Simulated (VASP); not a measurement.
Ga4CN4, 9 atoms in the cell. The cell holds a slab with vacuum, 9 atoms: a = 3.219 Å, b = 5.243 Å, c = 19.191 Å, α = 90.00°, β = 90.00°, γ = 90.00°. 

```yaml
Program: VASP 6.6.1
Task: single point
Functional: PBE
Potentials_or_basis: VASP PAW PBE potentials, release 64 (Ga_d, N, C)
Cutoff: 520 eV
k_mesh: 8 × 5 × 1
Occupations: gaussian, width 0.05 eV
Spin: collinear spin
Starting_moments: "[0.0, 0.0, 0.0, 0.0, 0.0, 0.0, 0.0, 0.0, 2.0] μB"
Dipole_correction: yes
Further_INCAR_settings: ALGO = Normal; EDIFF = 1e-07; NBANDS = 52
```

Potentials or basis: VASP PAW PBE potentials, release 64 (Ga_d, N, C).

The run is started by

```sh
$ cat potpaw_PBE.64/Ga_d/POTCAR potpaw_PBE.64/N/POTCAR potpaw_PBE.64/C/POTCAR > POTCAR
$ mpirun -np 4 vasp_std > vasp.out
```

Hardware: 4 MPI ranks on AMD EPYC 7R43 64-Core Processor (Zen 3), on a shared host.

Estimate the wall time of this run.

Wall time 6.2 min on 4 MPI ranks on AMD EPYC 7R43 64-Core Processor (Zen 3), on a shared host, peak memory 0.76 GiB a rank. Counts: scf iterations 31, k points 21.
